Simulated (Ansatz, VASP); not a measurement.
# HgTe: VASP beside Ansatz

```
Hg Te
1.0
     0.00000    3.18000    3.18000
     3.18000    0.00000    3.18000
     3.18000    3.18000    0.00000
Hg Te
1 1
Direct
  0.00000 0.00000 0.00000
  0.50000 0.50000 0.50000
```

Alike in both runs: task single point; functional PBE; dispersion D3(BJ); k mesh 6 × 6 × 6; occupations gaussian, width 0.1 eV; no spin polarisation.

```csv
,VASP,Ansatz
version,VASP 6.6.1,Ansatz 0.2.0
potentials or method,"VASP PAW PBE potentials, release 64 (Hg, Te), cutoff 500 eV","scalar-relativistic, plane waves, PAW"
valence electrons in the cell,18,36
```

|  | VASP | Ansatz | Ansatz less VASP |
| --- | --- | --- | --- |
| gap on the k mesh at the Fermi level (eV) | none | none | - |
| pressure (GPa) | -5.8 | -5.8 | -0.06 |

A gap of «none» marks a metal or a gap that the smearing closes. VASP's potentials hold 18 valence electrons a cell and Ansatz's 36, so a difference there can come from the potentials and not from the codes.

Neither program's run includes spin-orbit coupling.
